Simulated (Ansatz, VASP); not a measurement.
Two plane-wave programs on Al

```
Al
1.0
     2.99680    0.00000    0.00000
    -1.49840    2.59530    0.00000
     0.00000    0.00000    7.20650
Al
4
Direct
  0.00000 0.00000 0.00000
  0.33333 0.66667 0.25000
  0.00000 0.00000 0.50000
  0.66667 0.33333 0.75000
```

Alike in both runs: task single point; functional PBEsol; dispersion D3(BJ); k mesh 18 × 18 × 6; occupations gaussian, width 0.15 eV; no spin polarisation.

|  | VASP | Ansatz |
| --- | --- | --- |
| version | VASP 6.6.1 | Ansatz 0.2.0 |
| potentials or method | VASP PAW PBE potentials, release 64 (Al), cutoff 520 eV | scalar-relativistic, plane waves, PAW |
| valence electrons in the cell | 12 | 12 |

Ansatz gave:

```
gap on the k mesh at the Fermi level (eV)                     : none
pressure (GPa)                                                : 24.2
traceless stress, the component that is largest in VASP (GPa) : 23.20
```

Task: What did VASP give for the same quantities?

Result: gap on the k mesh at the Fermi level (eV): none; pressure (GPa): 24.4; traceless stress, the component that is largest in VASP (GPa): 23.34.

VASP's potentials were made for PBE, not for PBEsol, and Ansatz warns of the same on its side. A gap of «none» marks a metal or a gap that the smearing closes.
